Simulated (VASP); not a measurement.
A run of VASP 6.6.1:

The input INCAR:

```
SYSTEM = SnO
PREC = Accurate
ENCUT = 520
EDIFF = 1E-7
ISMEAR = -1
SIGMA = 0.02
LREAL = .FALSE.
LASPH = .TRUE.
NELM = 60
ALGO = Normal
ISIF = 2
LWAVE = .FALSE.
LCHARG = .FALSE.
GGA = PE
NBANDS = 50
```

KPOINTS

```
regular mesh
0
G
  8 8 3
  0 0 0
```

The input POSCAR:

```
SnO
1.0
    2.5000000000     -2.8600000000      0.0000000000
    2.5000000000      2.8600000000      0.0000000000
    0.0000000000      0.0000000000     11.0088000000
Sn O
4 4
Direct
    0.0000043204     -0.0000043204     -0.0131369231
   -0.0000043204      0.0000043204      0.4868630769
    0.4998728746      0.5001271254      0.2701335093
    0.5001271254      0.4998728746      0.7701335093
    0.9999958210      0.4999716398      0.3785017069
    0.0000041790      0.5000283602      0.8785017069
    0.5000283602      0.0000041790      0.3785017069
    0.4999716398      0.9999958210      0.8785017069
```

Potentials or basis: VASP PAW PBE potentials, release 64 (Sn_d, O).

Command:

```bash
$ cat potpaw_PBE.64/Sn_d/POTCAR potpaw_PBE.64/O/POTCAR > POTCAR
$ mpirun -np 1 vasp_std > vasp.out
```

Hardware: 1 thread of Oxide Virtual Turin-like Processor (shared host).

Question: How long does it take, and how much memory?

Answer: It took 5.2 min on 1 thread of Oxide Virtual Turin-like Processor (shared host), peak memory 0.35 GiB. Counts: scf iterations 17, k points 42.
